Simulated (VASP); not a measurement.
Runs of VASP 6.6.1 on Ir5Ru. The structure is that of space group P-3m1 (No. 164), or close to it. The cells are those of the table. 

| task | cell | cutoff (eV) | gap on the mesh (eV) | pressure (GPa) | largest force (eV/Å) |
| --- | --- | --- | --- | --- | --- |
| single point | a = 2.672, b = 2.672, c = 13.113 Å, angles 90.0, 90.0, 120.0°, 6 atoms | 520 | none | (b) | 0.02 |
| single point | a = 2.754, b = 2.754, c = 13.522 Å, angles 90.0, 90.0, 120.0°, 6 atoms | 520 | none | -9.1 | 0.01 |
| single point | a = 2.781, b = 2.781, c = 13.654 Å, angles 90.0, 90.0, 120.0°, 6 atoms | 520 | none | -16.9 | 0.02 |
| single point | a = 2.700, b = 2.700, c = 13.253 Å, angles 90.0, 90.0, 120.0°, 6 atoms | 520 | none | (a) | 0.03 |
| relaxation of shape and atoms at fixed volume | relaxed from a = 2.781, b = 2.781, c = 13.652 Å, angles 90.0, 90.0, 120.0°, 6 atoms | 600 | - | -16.9 | 0.01 |
| single point | a = 2.727, b = 2.727, c = 13.389 Å, angles 90.0, 90.0, 120.0°, 6 atoms | 520 | none | 0.4 | 0.02 |
| single point | a = 2.815, b = 2.815, c = 13.827 Å, angles 90.0, 90.0, 120.0°, 6 atoms | 520 | none | -25.3 | 0.01 |

Alike in all rows: level PBE; potentials or basis VASP PAW PBE potentials, release 64 (Ru_pv, Ir); no spin polarisation; k mesh 18 × 18 × 4; smearing gaussian 0.1 eV.

Task: Estimate the missing entries.

Result: (a) 11.8; (b) 25.5.

Caveats: spin-orbit coupling is left out, which moves the levels of the heavy elements; the cell stands under tension (at least some runs); the cell stands under pressure (at least some runs); the highest band is partly filled, so the run has too few bands (at least some runs).

A k mesh can miss the band edges, and the runs leave out spin-orbit coupling on Ir, Ru.

A gap of «none» marks levels without a gap at the run's occupations.
